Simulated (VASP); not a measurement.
# SrO (Imm2) in VASP: a series of runs

The runs below take SrO through single point, with PBE.

All numbers are computed with VASP 6.6.1; they aren't measurements. Logs are shortened: lines on timing, memory, paths and dates and some standing lists are left out, and cuts for length are marked.

## Step 1: The cell of the first run

Symmetry: Imm2, No. 44, orthorhombic system. Conventional cell: a = 3.673 Å, b = 5.195 Å, c = 3.673 Å, α = 90.00°, β = 90.00°, γ = 90.00°. Within 3.4 Å of Sr (site symmetry mm2) lie 6 O at 2.56 to 2.63 Å. Within 3.4 Å of O (site symmetry mm2) lie 6 Sr at 2.56 to 2.63 Å.

## Step 2: Single point, PBE

INCAR reads:

```
SYSTEM = SrO
  PREC = Accurate
  ENCUT = 520
  EDIFF = 1E-6
  ISMEAR = 0
  SIGMA = 0.05
  LREAL = .False.
  LASPH = .True.
  NELM = 100
  ALGO = Normal
  ISIF = 2
  LWAVE = .False.
  LCHARG = .False.
  GGA = PE
  NBANDS = 15
```

KPOINTS reads:

```
regular mesh
0
Gamma
  8 8 8
  0 0 0
```

POSCAR reads:

```
SrO
1.0
    0.0000000000      2.5973917585      2.5973917585
    2.5973917585      0.0000000000      2.5973917585
    2.5973917585      2.5973917585      0.0000000000
Sr O
1 1
Direct
    0.0000000000      0.0000000000      0.0000000000
    0.4863881377      0.5000000000      0.5000000000
```

Potentials or basis: VASP PAW PBE potentials, release 64 (Sr_sv, O).

Run with:

```console
cat potpaw_PBE.64/Sr_sv/POTCAR potpaw_PBE.64/O/POTCAR > POTCAR
mpirun -np 1 vasp_std > vasp.out
```

OUTCAR:

```text
SYSTEM = SrO
   PREC = Accurate
   ENCUT = 520
   EDIFF = 1E-6
   ISMEAR = 0
   LREAL = .False.
   LASPH = .True.
   NELM = 100
   ISIF = 2
   GGA = PE

 ion  position               nearest neighbor table
   1  0.000  0.000  0.000-   2 2.56   2 2.56   2 2.60   2 2.60   2 2.63   2 2.63
   2  0.486  0.500  0.500-   1 2.56   1 2.56   1 2.60   1 2.60   1 2.63   1 2.63

  LATTYP: Found a face centered cubic cell.
 ALAT       =     5.1947835170

  Lattice vectors:

 A1 = (   0.0000000000,   2.5973917585,   2.5973917585)
 A2 = (   2.5973917585,   0.0000000000,   2.5973917585)
 A3 = (   2.5973917585,   2.5973917585,   0.0000000000)

Analysis of symmetry for initial positions (statically):
=====================================================================
 Subroutine PRICEL returns:
 Original cell was already a primitive cell.

 Routine SETGRP: Setting up the symmetry group for a
 face centered cubic supercell.

 Subroutine GETGRP returns: Found  4 space group operations
 (whereof  4 operations were pure point group operations)
 out of a pool of 48 trial point group operations.

The static configuration has the point symmetry C_2v.

Analysis of symmetry for dynamics (positions and initial velocities):
=====================================================================
 Subroutine PRICEL returns:
 Original cell was already a primitive cell.

 Routine SETGRP: Setting up the symmetry group for a
 face centered cubic supercell.

 Subroutine GETGRP returns: Found  4 space group operations
 (whereof  4 operations were pure point group operations)
 out of a pool of 48 trial point group operations.

The dynamic configuration has the point symmetry C_2v.

 Subroutine INISYM returns: Found  4 space group operations
 (whereof  4 operations are pure point group operations),
 and found     1 'primitive' translations

----------------------------------------------------------------------------------------

                                     Primitive cell

  volume of cell :      35.0463

  direct lattice vectors                    reciprocal lattice vectors
     0.000000000  2.597391759  2.597391759    -0.192500803  0.192500803  0.192500803
     2.597391759  0.000000000  2.597391759     0.192500803 -0.192500803  0.192500803
     2.597391759  2.597391759  0.000000000     0.192500803  0.192500803 -0.192500803

  length of vectors
     3.673266652  3.673266652  3.673266652     0.333421172  0.333421172  0.333421172

  position of ions in fractional coordinates (direct lattice)
     0.000000000  0.000000000  0.000000000
     0.486388138  0.500000000  0.500000000

  ion indices of the primitive-cell ions
   primitive index   ion index
                 1           1
                 2           2

----------------------------------------------------------------------------------------
[... 87 lines left out ...]
   IALGO  =     38    algorithm
   IMIX   =      4    mixing-type and parameters
     AMIX     =   0.40;   BMIX     =  1.00
     AMIX_MAG =   1.60;   BMIX_MAG =  1.00
  volume/ion in A,a.u.               =      17.52       118.25
  Fermi-wavevector in a.u.,A,eV,Ry     =   1.260571  2.382134 21.620197  1.589040
  Thomas-Fermi vector in A             =   2.394074
   LORBIT       =      0    0 simple, 1 ext, 2 COOP (PROOUT), +10 PAW based schemes
   GGA     = PE    functional components
   LHFCALC =     F    Hartree Fock is set to
   AEXX    =    0.0000 exact exchange contribution
   IVDW    =     0    specifies the selected vdW correction
   LEPSILON=     F    determine dielectric tensor
   LRPA    =     F    only Hartree local field effects (RPA)
 non-spin polarized calculation
 Gauss-broadening in eV      SIGMA  =   0.05
  energy-cutoff  :      520.00
  volume of cell :       35.05
 maximum number of plane-waves:       960
   NGX = 13   NGY = 13   NGZ = 13

 number of electron      16.0000001 magnetization

 Free energy of the ion-electron system (eV)
  ---------------------------------------------------
  ext. energy  EPLUGINS =         0.00000000
  ---------------------------------------------------
  free energy    TOTEN  =       -12.05224495 eV

  energy without entropy =      -12.05224495  energy(sigma->0) =      -12.05224495

 E-fermi :   1.8752     XC(G=0):  -9.8820

 val. band max:        1.5153911859   @ k =   0.0000   0.0000   0.0000
 cond. band min:       4.8110612449   @ k =   0.5000   0.5000   0.0000
 fundamental gap:      3.2956700590
 Fermi energy:         1.8752160202

 k-point     1 :       0.0000    0.0000    0.0000
  band No.  band energies     occupation
      1     -30.9753      2.00000
      2     -13.5393      2.00000
      3     -12.6436      2.00000
      4     -12.6436      2.00000
      5     -12.6366      2.00000
      6       1.5139      2.00000
      7       1.5140      2.00000
      8       1.5154      2.00000
      9       5.2870      0.00000
     10       7.6636      0.00000
     11       7.6733      0.00000
     12       7.6741      0.00000
     13       9.7667      0.00000
     14       9.7741      0.00000
[... 401 lines left out ...]
      2     -14.8555      2.00000
      3     -12.8513      2.00000
      4     -12.7216      2.00000
      5     -11.6089      2.00000
      6      -0.3285      2.00000
      7       0.4901      2.00000
      8       0.7082      2.00000
      9       7.7991      0.00000
     10       8.7651      0.00000
     11       9.9284      0.00000
     12      10.4488      0.00000
     13      12.7329      0.00000
     14      13.0849      0.00000
     15      15.5238      0.00000

 [... further k-points ...]

------------------------ aborting loop because EDIFF is reached ----------------------------------------

  FORCE on cell =-STRESS in cart. coord.  units (eV):
  Direction    XX          YY          ZZ          XY          YZ          ZX
  --------------------------------------------------------------------------------------
  -------------------------------------------------------------------------------------
  Total        0.1080826      0.1354091      0.1354091      0.0000000     -0.0030193      0.0000000
  in kB        4.9411038      6.1903630      6.1903630      0.0000000     -0.1380292      0.0000000
  external PRESSURE =       5.7739433 kB  Pullay stress =       0.0000000 kB

 VOLUME and BASIS-vectors are now :
 -----------------------------------------------------------------------------
  energy-cutoff  :      520.00
  volume of cell :       35.05
      direct lattice vectors                 reciprocal lattice vectors
     0.000000000  2.597391759  2.597391759    -0.192500803  0.192500803  0.192500803
     2.597391759  0.000000000  2.597391759     0.192500803 -0.192500803  0.192500803
     2.597391759  2.597391759  0.000000000     0.192500803  0.192500803 -0.192500803

 POSITION                                       TOTAL-FORCE (eV/Angst)
 -----------------------------------------------------------------------------------
      0.00000      0.00000      0.00000         0.000000     -0.068129     -0.068129
      2.59739      2.56204      2.56204         0.000000      0.068129      0.068129
 -----------------------------------------------------------------------------------
    total drift:                                0.000000     -0.000142     -0.000141

  FREE ENERGIE OF THE ION-ELECTRON SYSTEM (eV)
  ---------------------------------------------------
  free  energy   TOTEN  =       -12.0522449531 eV

  energy  without entropy=      -12.0522449531  energy(sigma->0) =      -12.05224495
```

stdout:

```text
POSCAR found type information on POSCAR SrO
 POSCAR found :  2 types and       2 ions
 scaLAPACK will be used
 LDA part: xc-table for (Slater+PW92), standard interpolation
 POSCAR, INCAR and KPOINTS ok, starting setup
 FFT: planning ... GRIDC
 FFT: planning ... GRID_SOFT
 FFT: planning ... GRID
 WAVECAR not read
 entering main loop
```

It took 30 s on 1 thread of Intel Xeon 6975P-C (Granite Rapids), shared host; peak memory 0.19 GiB.

What came out:

```yaml
Free_energy: -12.0522 eV
Pressure: 0.6 GPa
Largest_force: 0.096 eV/Å
Band_gap_on_the_k_mesh: 3.30 eV, indirect (least direct gap 3.40 eV)
```

Forces in eV/Å, atoms in the order of the input:
```
Sr   0.000 -0.068 -0.068
O    0.000  0.068  0.068
```

Stress tensor (GPa, compression positive):
```
 0.49  0.00  0.00
 0.00  0.62 -0.01
 0.00 -0.01  0.62
```

Caveat: the cell differs from its parent crystal (all O atoms moved +0.050 Å, as atom 2 towards its neighbour atom 2 (O) at 3.673 Å). A k mesh can miss the band edges.

## Step 3: Single point, PBE

INCAR reads:

```
SYSTEM = SrO
PREC     = Accurate       ! precision mode
ENCUT    = 520            ! plane-wave cutoff, eV
EDIFF    = 1E-7           ! SCF threshold, eV
ISMEAR   = 0              ! smearing method
SIGMA    = 0.05           ! smearing width, eV
LREAL    = .False.        ! projectors in reciprocal space
LASPH    = .True.         ! aspherical terms in the spheres
NELM     = 60             ! most SCF steps
ALGO     = Normal         ! electronic algorithm
ISIF     = 2              ! what is computed and relaxed
LWAVE    = .False.        ! write WAVECAR
LCHARG   = .False.        ! write CHGCAR
GGA      = PE             ! functional
NBANDS   = 15             ! bands
```

KPOINTS is that of step 2.

Edit POSCAR of step 2 so:

```diff
@@ -9,2 +9,2 @@
     0.0000000000      0.0000000000      0.0000000000
-    0.4863881377      0.5000000000      0.5000000000
+    0.4659703442      0.5000000000      0.5000000000
```

Potentials or basis: VASP PAW PBE potentials, release 64 (Sr_sv, O).

Run with:

```console
cat potpaw_PBE.64/Sr_sv/POTCAR potpaw_PBE.64/O/POTCAR > POTCAR
mpirun -np 1 vasp_std > vasp.out
```

Run time: 35 s. Hardware: 1 thread of Intel Xeon 6975P-C (Granite Rapids), shared host; peak memory 0.18 GiB.

The run converged. Its results:

- Free energy: -12.0393 eV
- Pressure: 0.9 GPa
- Largest force: 0.251 eV/Å
- Band gap on the k mesh: 3.38 eV, indirect (least direct gap 3.46 eV)

Forces in eV/Å, atoms in the order of the input:
```
Sr   0.000 -0.178 -0.178
O    0.000  0.178  0.178
```

Stress tensor (GPa, compression positive):
```
 0.38  0.00  0.00
 0.00  1.16 -0.09
 0.00 -0.09  1.16
```

Levels at points of the mesh, in eV from the valence-band top:
| k point | band 6 | band 7 | band 8 | band 9 | band 10 | band 11 |
| --- | --- | --- | --- | --- | --- | --- |
| (0.00, 0.00, 0.00) | -0.01 | -0.01 | 0.00 | 3.79 | 6.18 | 6.24 |
| (0.50, 0.00, 0.00) | -2.08 | -1.06 | -1.05 | 6.44 | 8.21 | 8.70 |
| (0.00, 0.50, 0.00) | -2.07 | -1.04 | -1.02 | 6.43 | 8.05 | 8.68 |
| (0.50, 0.50, 0.00) | -0.44 | -0.12 | -0.08 | 3.38 | 7.56 | 10.03 |
| (0.00, 0.50, 0.50) | -0.46 | -0.15 | -0.09 | 3.43 | 7.57 | 10.04 |

Caveat: the cell differs from its parent crystal (all O atoms moved +0.125 Å, as atom 2 towards its neighbour atom 2 (O) at 3.673 Å). A k mesh can miss the band edges.
